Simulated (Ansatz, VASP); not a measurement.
**One calculation of As2Se, two programs**

```
As Se
1.0
     1.86739    1.07814    5.36711
    -1.86739    1.07814    5.36711
     0.00000   -2.15627    5.36711
As Se
2 1
Direct
  0.21718 0.21718 0.21718
  0.78282 0.78282 0.78282
  0.00000 0.00000 0.00000
```

Change from the starting cell: species swapped into the CdBr2 type (R-3m, No. 166).

Alike in both runs: task relaxation of cell and atoms; functional PBE; k mesh 12 × 12 × 12; occupations gaussian, width 0.1 eV; no spin polarisation.

|  | VASP | Ansatz |
| --- | --- | --- |
| version | VASP 6.6.1 | Ansatz 0.2.0 |
| potentials or method | VASP PAW PBE potentials, release 64 (As, Se), cutoff 600 eV | scalar-relativistic, plane waves, PAW |
| valence electrons in the cell | 16 | 46 |

VASP gave:

* gap on the k mesh at the Fermi level, each at its own relaxed structure (eV): none
* relaxed volume (Å³/atom): 21.67
* relaxed cell length with the largest relative difference (Å): 5.771

**Question.** Estimate Ansatz's values.

**Answer.** gap on the k mesh at the Fermi level, each at its own relaxed structure (eV): none; relaxed volume (Å³/atom): 21.66; relaxed cell length with the largest relative difference (Å): 5.770.

A gap of «none» marks a metal or a gap that the smearing closes. VASP's potentials hold 16 valence electrons a cell and Ansatz's 46, so a difference there can come from the potentials and not from the codes.
